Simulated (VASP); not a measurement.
Ag: single point with RPBE

The system is Ag.

```
Ag
1.0
    -1.99106    1.63596    1.45997
     1.63596   -1.99106    1.45997
     3.78801    3.78801   -2.11034
Ag
2
Direct
  0.95846 0.04154 0.00000
  0.79154 0.20846 0.50000
```

This isn't the form of Ag at room conditions, which is fcc.

```yaml
Program: VASP 6.6.1
Task: single point
Functional: RPBE
Potentials_or_basis: VASP PAW PBE potentials, release 64 (Ag)
Cutoff: 520 eV
k_mesh: 15 × 15 × 7
Occupations: fermi-dirac, width 0.1 eV
Spin: no spin polarisation
Dipole_correction: no
Further_INCAR_settings: ALGO = Normal; EDIFF = 1e-07; NBANDS = 18
```

```json
{
  "Pressure": "0.0 GPa",
  "Band gap on the k mesh": "zero (bands 11 and 12 overlap by 7.21 eV)"
}
```

Forces on the atoms (eV/Å):
```
Ag  -0.002  0.002  0.000
Ag   0.002 -0.002  0.000
```

Stress tensor (GPa, compression positive):
```
-0.07 -0.05 -0.01
-0.05 -0.07 -0.01
-0.01 -0.01  0.07
```

Levels at points of the mesh, in eV from the Fermi level:
| k point | band 7 | band 8 | band 9 | band 10 | band 11 | band 12 | band 13 | band 14 | band 15 | band 16 |
| --- | --- | --- | --- | --- | --- | --- | --- | --- | --- | --- |
| (0.00, 0.00, 0.00) | -4.33 | -3.97 | -3.97 | -3.16 | -3.16 | -0.32 | 2.85 | 15.41 | 16.77 | 17.40 |

Run time: 3.3 min on 1 thread of Intel(R) Xeon(R) Platinum 8259CL CPU @ 2.50GHz (Skylake/Cascade Lake), on a shared host, peak memory 0.35 GiB.

Caveat: the PAW data sets were made with another functional, which shifts forces and pressure a little.
